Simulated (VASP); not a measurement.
Input of a VASP 6.6.1 run:

The input INCAR:

```
  PREC = Accurate
  ENCUT = 520
  EDIFF = 1E-8
  ISMEAR = -1
  SIGMA = 0.1
  LREAL = F
  LASPH = T
  NELM = 60
  ALGO = Normal
  ISIF = 2
  LWAVE = F
  LCHARG = T
  GGA = CA
  IBRION = 8
  NSW = 1
```

The input KPOINTS:

```
Automatic mesh
0
Gamma
  14 14 14
```

The input POSCAR:

```
TiN
1.0
    0.0000000000      2.0720913203      2.0720913203
    2.0720913203      0.0000000000      2.0720913203
    2.0720913203      2.0720913203      0.0000000000
Ti N
1 1
Direct
    0.0000000000      0.0000000000      0.0000000000
    0.5000000000      0.5000000000      0.5000000000
```

Potentials or basis: VASP PAW LDA potentials, release 64 (Ti_sv, N).

Launch:

```console
$ cat potpaw_LDA.64/Ti_sv/POTCAR potpaw_LDA.64/N/POTCAR > POTCAR
$ mpirun -np 1 vasp_std > vasp.out
```

(1) Predict the highest phonon frequency at Γ.

Answers

(1) 577 cm⁻¹.

Caveat: the cell stands under pressure or tension, which shifts response properties.
